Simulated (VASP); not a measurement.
# Be (R-3) in VASP: notebook

Runs on Be. Level: PBE. Tasks: single point, relaxation of cell and atoms.

Everything below comes from runs of VASP 6.6.1. Logs are shortened: lines on timing, memory, paths and dates and some standing lists are left out, and cuts for length are marked.

### 1 The cell of the first run

It takes space group R-3 (No. 148, trigonal). Conventional cell: a = 9.219 Å, b = 9.219 Å, c = 2.136 Å, α = 90.00°, β = 90.00°, γ = 120.00°. Be (site symmetry 1) has 12 Be at 2.13 to 2.63 Å within 2.8 Å.

### 2 Single point, PBE

Contents of INCAR:

```
SYSTEM = Be
ALGO     = Fast           ! electronic algorithm
EDIFF    = 1E-7           ! SCF threshold, eV
ENCUT    = 520            ! plane-wave cutoff, eV
GGA      = PE             ! functional
ISIF     = 2              ! what is computed and relaxed
ISMEAR   = 0              ! smearing method
LASPH    = .TRUE.         ! aspherical terms in the spheres
LCHARG   = .TRUE.         ! write CHGCAR
LELF     = .TRUE.         ! ELF
LREAL    = .FALSE.        ! projectors in reciprocal space
LVHAR    = .TRUE.       
LWAVE    = .FALSE.        ! write WAVECAR
NBANDS   = 15             ! bands
NELM     = 80             ! most SCF steps
PREC     = Accurate       ! precision mode
SIGMA    = 0.1            ! smearing width, eV
```

Contents of KPOINTS:

```
k-points
0
G
  12 12 12
  0 0 0
```

Contents of POSCAR:

```
Be
1.0
    0.0000000000      0.0000000000      2.1358157876
   -4.6096292717     -2.6613707009     -0.7119385959
    4.6096292717     -2.6613707009     -0.7119385959
Be
6
Direct
    0.9792200267      0.5793886629      0.7212359472
    0.2579840796      0.2787640528      0.8581527158
    0.3998313638      0.1418472842      0.4206113371
    0.0207799733      0.4206113371      0.2787640528
    0.7420159204      0.7212359472      0.1418472842
    0.6001686362      0.8581527158      0.5793886629
```

Potentials or basis: VASP PAW PBE potentials, release 64 (Be).

Started as:

```sh
cat potpaw_PBE.64/Be/POTCAR > POTCAR
mpirun -np 1 vasp_std > vasp.out
```

OUTCAR:

```text
SYSTEM = Be
   EDIFF = 1E-7
   ENCUT = 520
   GGA = PE
   ISIF = 2
   ISMEAR = 0
   LASPH = .TRUE.
   LREAL = .FALSE.
   NELM = 80
   PREC = Accurate

 ion  position               nearest neighbor table
   1  0.979  0.579  0.721-   4 2.13   5 2.17   6 2.17   3 2.18   2 2.18   5 2.32   6 2.32
   2  0.258  0.279  0.858-   5 2.13   4 2.17   6 2.17   3 2.18   1 2.18   4 2.32   6 2.32
   3  0.400  0.142  0.421-   6 2.13   5 2.17   4 2.17   1 2.18   2 2.18   5 2.32   4 2.32
   4  0.021  0.421  0.279-   1 2.13   2 2.17   3 2.17   6 2.18   5 2.18   2 2.32   3 2.32
   5  0.742  0.721  0.142-   2 2.13   1 2.17   3 2.17   6 2.18   4 2.18   1 2.32   3 2.32
   6  0.600  0.858  0.579-   3 2.13   2 2.17   1 2.17   4 2.18   5 2.18   2 2.32   1 2.32

  LATTYP: Found a trigonal (rhomboedric) cell.
 ALAT       =     5.3701426978
 COS(alpha) =    -0.4736364019

  Lattice vectors:

 A1 = (   4.6096292717,   2.6613707009,   0.7119385959)
 A2 = (  -4.6096292717,   2.6613707009,   0.7119385959)
 A3 = (   0.0000000000,  -5.3227414018,   0.7119385958)

Analysis of symmetry for initial positions (statically):
=====================================================================
 Subroutine PRICEL returns:
 Original cell was already a primitive cell.

 Routine SETGRP: Setting up the symmetry group for a
 trigonal (rhombohedral) supercell.

 Subroutine GETGRP returns: Found  6 space group operations
 (whereof  6 operations were pure point group operations)
 out of a pool of 12 trial point group operations.

The static configuration has the point symmetry S_6 .

Analysis of symmetry for dynamics (positions and initial velocities):
=====================================================================
 Subroutine PRICEL returns:
 Original cell was already a primitive cell.

 Routine SETGRP: Setting up the symmetry group for a
 trigonal (rhombohedral) supercell.

 Subroutine GETGRP returns: Found  6 space group operations
 (whereof  6 operations were pure point group operations)
 out of a pool of 12 trial point group operations.

The dynamic configuration has the point symmetry S_6 .

 Subroutine INISYM returns: Found  6 space group operations
 (whereof  6 operations are pure point group operations),
 and found     1 'primitive' translations

----------------------------------------------------------------------------------------

                                     Primitive cell

  volume of cell :      52.4041

  direct lattice vectors                    reciprocal lattice vectors
     0.000000000  0.000000000  2.135815788     0.000000000 -0.125248742  0.468205173
    -4.609629272 -2.661370701 -0.711938596    -0.108468593 -0.187873114  0.000000000
     4.609629272 -2.661370701 -0.711938596     0.108468593 -0.187873114  0.000000000

  length of vectors
     2.135815788  5.370142698  5.370142698     0.484668269  0.216937185  0.216937185

  position of ions in fractional coordinates (direct lattice)
     0.979220027  0.579388663  0.721235947
     0.257984080  0.278764053  0.858152716
     0.399831364  0.141847284  0.420611337
     0.020779973  0.420611337  0.278764053
     0.742015920  0.721235947  0.141847284
     0.600168636  0.858152716  0.579388663

  ion indices of the primitive-cell ions
   primitive index   ion index
                 1           1
                 2           2
                 3           3
                 4           4
                 5           5
                 6           6

----------------------------------------------------------------------------------------

 KPOINTS: k-points

Automatic generation of k-mesh.
 Grid dimensions read from file:
 generate k-points for:   12   12   12

 Generating k-lattice:

  Cartesian coordinates                     Fractional coordinates (reciprocal lattice)
     0.000000000 -0.010437395  0.039017098     0.083333333 -0.000000000 -0.000000000
    -0.009039049 -0.015656093  0.000000000     0.000000000  0.083333333 -0.000000000
     0.009039049 -0.015656093  0.000000000     0.000000000 -0.000000000  0.083333333

  Length of vectors
     0.040389022  0.018078099  0.018078099

  Shift w.r.t. Gamma in fractional coordinates (k-lattice)
     0.000000000  0.000000000  0.000000000

 Subroutine IBZKPT returns following result:
 ===========================================

 Found    294 irreducible k-points:

 Following reciprocal coordinates:
            Coordinates               Weight
  0.000000  0.000000  0.000000      1.000000
  0.083333 -0.000000 -0.000000      6.000000
  0.166667  0.000000  0.000000      6.000000
  0.250000  0.000000  0.000000      6.000000
  0.333333  0.000000  0.000000      6.000000
  0.416667 -0.000000 -0.000000      6.000000
[... 16 lines left out ...]
 -0.333333  0.083333  0.000000      6.000000
  0.333333 -0.083333 -0.250000      6.000000
 [... further k-points ...]
   k-points           NKPTS =    294   k-points in BZ     NKDIM =    294   number of bands    NBANDS=     15
   number of dos      NEDOS =    301   number of ions     NIONS =      6
   total plane-waves  NPLWV =  25600
   dimension x,y,z NGX =    16 NGY =   40 NGZ =   40
   dimension x,y,z NGXF=    32 NGYF=   80 NGZF=   80
   ions per type =               6
   NGX,Y,Z   is equivalent  to a cutoff of  12.45, 12.38, 12.38 a.u.
   NGXF,Y,Z  is equivalent  to a cutoff of  24.91, 24.77, 24.77 a.u.
 SYSTEM =  Be
   PREC   = accura    normal or accurate (medium, high low for compatibility)
   ISTART =      0    job   : 0-new  1-cont  2-samecut
   ICHARG =      2    charge: 1-file 2-atom 10-const
   ISPIN  =      1    spin polarized calculation?
   LNONCOLLINEAR =      F non collinear calculations
   LSORBIT =      F    spin-orbit coupling
   LASPH  =      T    aspherical Exc in radial PAW
   ENCUT  =  520.0 eV  38.22 Ry    6.18 a.u.   3.97  9.98  9.98*2*pi/ulx,y,z
   NELM   =     80;   NELMIN=  2; NELMDL= -5     # of ELM steps
   EDIFF  = 0.1E-06   stopping-criterion for ELM
   LREAL  =      F    real-space projection
   EDIFFG = 0.1E-05   stopping-criterion for IOM
   NSW    =      0    number of steps for IOM
   IBRION =     -1    ionic relax: 0-MD 1-quasi-New 2-CG
   NFREE  =      0    steps in history (QN), initial steepest desc. (CG)
   ISIF   =      2    stress and relaxation
   ISYM   =      2    0-nonsym 1-usesym 2-fastsym
   POTIM  = 0.5000    time-step for ionic-motion
   TEBEG  =    0.0;   TEEND  =   0.0 temperature during run
   PSTRESS=    0.0 pullay stress
   NELECT =      12.0000    total number of electrons
   NUPDOWN=      -1.0000    fix difference up-down
   EMIN   =  10.00;   EMAX   =-10.00  energy-range for DOS
   EFERMI =   0.00;   METHOD = LEGACY
   ISMEAR =     0;   SIGMA  =   0.10  broadening in eV -4-tet -1-fermi 0-gaus
   EFERMI_NEDOS =   21; number of points for ismear=-14 and -15
   IALGO  =     68    algorithm
   IMIX   =      4    mixing-type and parameters
     AMIX     =   0.40;   BMIX     =  1.00
     AMIX_MAG =   1.60;   BMIX_MAG =  1.00
  volume/ion in A,a.u.               =       8.73        58.94
  Fermi-wavevector in a.u.,A,eV,Ry     =   1.001567  1.892688 13.648512  1.003137
  Thomas-Fermi vector in A             =   2.133998
   LORBIT       =      0    0 simple, 1 ext, 2 COOP (PROOUT), +10 PAW based schemes
   GGA     = PE    functional components
   LHFCALC =     F    Hartree Fock is set to
   AEXX    =    0.0000 exact exchange contribution
   IVDW    =     0    specifies the selected vdW correction
   LEPSILON=     F    determine dielectric tensor
   LRPA    =     F    only Hartree local field effects (RPA)
 non-spin polarized calculation
 RMM-DIIS sequential band-by-band and
 Gauss-broadening in eV      SIGMA  =   0.10
  energy-cutoff  :      520.00
  volume of cell :       52.40
 maximum number of plane-waves:      1431
   NGX =  7   NGY = 19   NGZ = 19

 number of electron      12.0000000 magnetization

 Free energy of the ion-electron system (eV)
  ---------------------------------------------------
  ext. energy  EPLUGINS =         0.00000000
  ---------------------------------------------------
  free energy    TOTEN  =       -21.57370157 eV

  energy without entropy =      -21.56966645  energy(sigma->0) =      -21.57168401

 E-fermi :   5.5909     XC(G=0): -10.1785

 val. band max:        5.5689678316   @ k =   0.1667  -0.3333   0.3333
 cond. band min:       5.5996613115   @ k =  -0.1667   0.2500   0.2500
 fundamental gap:      0.0306934799
 Fermi energy:         5.5908909183

 k-point     1 :       0.0000    0.0000    0.0000
  band No.  band energies     occupation
      1      -4.8833      2.00000
      2      -0.3853      2.00000
      3      -0.3827      2.00000
      4      -0.3827      2.00000
      5       1.6421      2.00000
      6       1.6421      2.00000
      7       1.7876      2.00000
      8      11.8004      0.00000
      9      13.1022      0.00000
     10      13.1022      0.00000
     11      13.3661      0.00000
     12      13.4713      0.00000
     13      13.4713      0.00000
     14      17.9534      0.00000
     15      17.9534      0.00000
[... 397 lines left out ...]
 k-point    24 :       0.3333   -0.0833   -0.2500
  band No.  band energies     occupation
      1      -2.1315      2.00000
      2       1.3739      2.00000
      3       2.0089      2.00000
      4       3.1205      2.00000
      5       3.5455      2.00000
      6       4.2203      2.00000
      7       5.8423      0.00038
      8       8.4818      0.00000
      9       9.4747      0.00000
     10      10.1730      0.00000
     11      12.5237      0.00000
     12      13.7647      0.00000
     13      14.2370      0.00000
     14      15.0676      0.00000
     15      15.2501      0.00000

 [... further k-points ...]

------------------------ aborting loop because EDIFF is reached ----------------------------------------

  FORCE on cell =-STRESS in cart. coord.  units (eV):
  Direction    XX          YY          ZZ          XY          YZ          ZX
  --------------------------------------------------------------------------------------
  -------------------------------------------------------------------------------------
  Total        0.0337961      0.0337961      0.0624621      0.0000001      0.0000000      0.0000000
  in kB        1.0332650      1.0332650      1.9096857      0.0000016      0.0000000      0.0000000
  external PRESSURE =       1.3254052 kB  Pullay stress =       0.0000000 kB

 VOLUME and BASIS-vectors are now :
 -----------------------------------------------------------------------------
  energy-cutoff  :      520.00
  volume of cell :       52.40
      direct lattice vectors                 reciprocal lattice vectors
     0.000000000  0.000000000  2.135815788     0.000000000 -0.125248742  0.468205173
    -4.609629272 -2.661370701 -0.711938596    -0.108468593 -0.187873114  0.000000000
     4.609629272 -2.661370701 -0.711938596     0.108468593 -0.187873114  0.000000000

 POSITION                                       TOTAL-FORCE (eV/Angst)
 -----------------------------------------------------------------------------------
      0.65386     -3.46144      1.16547        -0.002394     -0.029576      0.002508
      2.67077     -3.02576     -0.25841         0.026810      0.012715      0.002508
      1.28500     -1.49691      0.45353        -0.024416      0.016861      0.002508
     -0.65386     -1.86130     -0.45353         0.002394      0.029576     -0.002508
     -2.67077     -2.29698      0.97035        -0.026810     -0.012715     -0.002508
     -1.28500     -3.82583      0.25841         0.024416     -0.016861     -0.002508
 -----------------------------------------------------------------------------------
    total drift:                                0.000000      0.000000      0.000000

  FREE ENERGIE OF THE ION-ELECTRON SYSTEM (eV)
  ---------------------------------------------------
  free  energy   TOTEN  =       -21.5737015676 eV

  energy  without entropy=      -21.5696664538  energy(sigma->0) =      -21.57168401
```

Run time: 2.4 min. Hardware: 1 thread of Intel Xeon Platinum 8259CL at 2.50GHz (Skylake/Cascade Lake), shared host; peak memory 0.28 GiB.

What came out:

| Quantity | Value |
| --- | --- |
| Free energy | -21.5737 eV |
| Pressure | 0.1 GPa |
| Largest force | 0.030 eV/Å |
| Band gap on the k mesh | zero (bands 6 and 7 overlap by 4.67 eV) |

Forces in eV/Å, atoms in the order of the input:
```
Be  -0.002 -0.030  0.003
Be   0.027  0.013  0.003
Be  -0.024  0.017  0.003
Be   0.002  0.030 -0.003
Be  -0.027 -0.013 -0.003
Be   0.024 -0.017 -0.003
```

Stress tensor (GPa, compression positive):
```
0.10 0.00 0.00
0.00 0.10 0.00
0.00 0.00 0.19
```

### 3 Relaxation of cell and atoms, PBE

This run uses another cell than the first one, of the same volume but with other edges.

Contents of INCAR:

```
ALGO = Fast
EDIFF = 1E-6
EDIFFG = -0.04
ENCUT = 600
GGA = PE
IBRION = 2
ISIF = 3
ISMEAR = 0
LASPH = True
LCHARG = False
LREAL = False
LWAVE = False
NELM = 60
NSW = 90
PREC = Accurate
SIGMA = 0.1
```

Contents of KPOINTS:

```
k-points
0
Gamma
  9 9 9
```

Contents of POSCAR:

```
Be
1.0
    4.5901766588      2.6501397296      0.7166115336
   -4.5901766588      2.6501397296      0.7166115336
    0.0000000000     -5.3002794592      0.7166115336
Be
6
Direct
    0.4050138328      0.2631484849      0.9872092718
    0.9872092718      0.4050138328      0.2631484849
    0.2631484849      0.9872092718      0.4050138328
    0.5949861672      0.7368515151      0.0127907282
    0.0127907282      0.5949861672      0.7368515151
    0.7368515151      0.0127907282      0.5949861672
```

Potentials or basis: VASP PAW PBE potentials, release 64 (Be).

Started as:

```sh
cat potpaw_PBE.64/Be/POTCAR > POTCAR
mpirun -np 1 vasp_std > vasp.out
```

Run time: 6.3 min. Hardware: 1 thread of Intel Xeon Platinum 8259CL at 2.50GHz (Skylake/Cascade Lake), shared host; peak memory 0.35 GiB.

The run converged. Its results:

```
Free energy                           : -21.5536 eV
Relaxed volume                        : 8.77 Å³/atom
Relaxed cell                          : a = 5.383 Å, b = 5.383 Å, c = 5.383 Å, α = 118.28°, β = 118.28°, γ = 118.28°
Space group after relaxing (to 0.1 Å) : R-3 (No. 148)
Energy gained by relaxing             : 1.5 meV/atom
Ionic steps                           : 5
Pressure after relaxing               : -0.2 GPa
Largest force after relaxing          : 0.028 eV/Å
Band gap on the k mesh                : zero (bands 6 and 7 overlap by 4.60 eV)
```

Forces in eV/Å, atoms in the order of the input:
```
Be  -0.013 -0.003 -0.025
Be   0.009 -0.010 -0.025
Be   0.004  0.013 -0.025
Be   0.013  0.003  0.025
Be  -0.009  0.010  0.025
Be  -0.004 -0.013  0.025
```

Stress tensor (GPa, compression positive):
```
-0.21  0.00  0.00
 0.00 -0.21  0.00
 0.00  0.00 -0.31
```

Step by step:
```
step  energy change (eV)  largest force (eV/Å)  pressure (GPa)  volume (Å³)
   1              0.0000                0.0700            0.15        52.30
   2             -0.0058                0.0650            0.16        52.36
   3             -0.0068                0.0619            0.18        52.39
   4             -0.0080                0.0423            0.01        52.49
   5             -0.0088                0.0281           -0.25        52.63
```

Final structure:
```xyz
6
Lattice="4.6206 2.6677 0.7117 -4.6206 2.6677 0.7117 0.0000 -5.3354 0.7117" Properties=species:S:1:pos:R:3 pbc="T T T"
Be    0.6617   -3.4728    1.1711
Be    2.6767    2.3095    1.1711
Be   -3.3384    1.1633    1.1711
Be   -0.6617    3.4728    0.9639
Be   -2.6767   -2.3095    0.9639
Be    3.3384   -1.1633    0.9639
```

Levels at points of the mesh, in eV from the Fermi level:
```csv
k point,band 3,band 4,band 5,band 6,band 7,band 8,band 9,band 10
"(0.00, 0.00, 0.00)",-6.00,-6.00,-3.99,-3.99,-3.85,6.04,7.46,7.46
```

### 4 Single point, PBE

This run uses another cell than the first one, of the same volume but with other edges.

Contents of INCAR:

```
  PREC = Accurate
  ENCUT = 520
  EDIFF = 1E-7
  ISMEAR = 0
  SIGMA = 0.1
  LREAL = False
  LASPH = True
  NELM = 100
  ALGO = Fast
  ISIF = 2
  LWAVE = False
  LCHARG = False
  GGA = PE
  NBANDS = 15
```

Contents of KPOINTS:

```
Automatic mesh
0
Gamma
  18 18 18
```

Contents of POSCAR:

```
Be
1.0
    4.6096292717      2.6613707009      0.7119385959
   -4.6096292717      2.6613707009      0.7119385959
    0.0000000000     -5.3227414018      0.7119385959
Be
6
Direct
    0.3998313638      0.2579840796      0.9792200267
    0.9792200267      0.3998313638      0.2579840796
    0.2579840796      0.9792200267      0.3998313638
    0.6001686362      0.7420159204      0.0207799733
    0.0207799733      0.6001686362      0.7420159204
    0.7420159204      0.0207799733      0.6001686362
```

Started as:

```sh
cat potpaw_PBE.64/Be/POTCAR > POTCAR
mpirun -np 1 vasp_std > vasp.out
```

Run time: 31 min. Hardware: 1 thread of Oxide Virtual Turin-like, shared host; peak memory 0.64 GiB.

It converged, with:

```yaml
Free_energy: -21.5748 eV
Pressure: 0.1 GPa
Largest_force: 0.003 eV/Å
Band_gap_on_the_k_mesh: zero (bands 6 and 7 overlap by 4.92 eV)
```

Forces in eV/Å, atoms in the order of the input:
```
Be   0.000 -0.003 -0.001
Be   0.003  0.001 -0.001
Be  -0.003  0.002 -0.001
Be   0.000  0.003  0.001
Be  -0.003 -0.001  0.001
Be   0.003 -0.002  0.001
```

Levels at points of the mesh, in eV from the Fermi level:
| k point | band 2 | band 3 | band 4 | band 5 | band 6 | band 7 | band 8 | band 9 | band 10 | band 11 |
| --- | --- | --- | --- | --- | --- | --- | --- | --- | --- | --- |
| (0.00, 0.00, 0.00) | -5.95 | -5.95 | -5.95 | -3.93 | -3.93 | -3.79 | 6.23 | 7.53 | 7.53 | 7.80 |
| (0.50, 0.00, 0.00) | -4.19 | -3.26 | -2.43 | -0.54 | 0.51 | 2.44 | 2.59 | 4.02 | 4.02 | 4.42 |
| (0.50, 0.50, 0.00) | -8.86 | -6.44 | -5.91 | -2.75 | -2.28 | -0.38 | 2.61 | 3.51 | 3.74 | 8.71 |
| (0.50, 0.50, 0.50) | -3.74 | -2.89 | -2.89 | -2.62 | -0.19 | 3.12 | 4.46 | 4.46 | 4.77 | 4.77 |

### 5 Overview

```csv
task,cell,k mesh,cutoff (eV),gap on the mesh (eV),pressure (GPa),largest force (eV/Å)
single point,"a = 2.136, b = 5.370, c = 5.370 Å, angles 118.3, 97.6, 97.6°, 6 atoms, atomic positions A",12 × 12 × 12,520,none,0.1,0.03
relaxation of cell and atoms,"relaxed from a = 5.349 Å, angles 118.2°, 6 atoms, atomic positions B",9 × 9 × 9,600,none,-0.2,0.03
single point,"a = 5.370 Å, angles 118.3°, 6 atoms, atomic positions A",18 × 18 × 18,520,none,0.1,-
```

Alike in all rows: level PBE; potentials or basis VASP PAW PBE potentials, release 64 (Be); no spin polarisation; smearing gaussian 0.1 eV.

Total energies depend on the potentials used, so only differences within one code and one set of settings carry meaning.
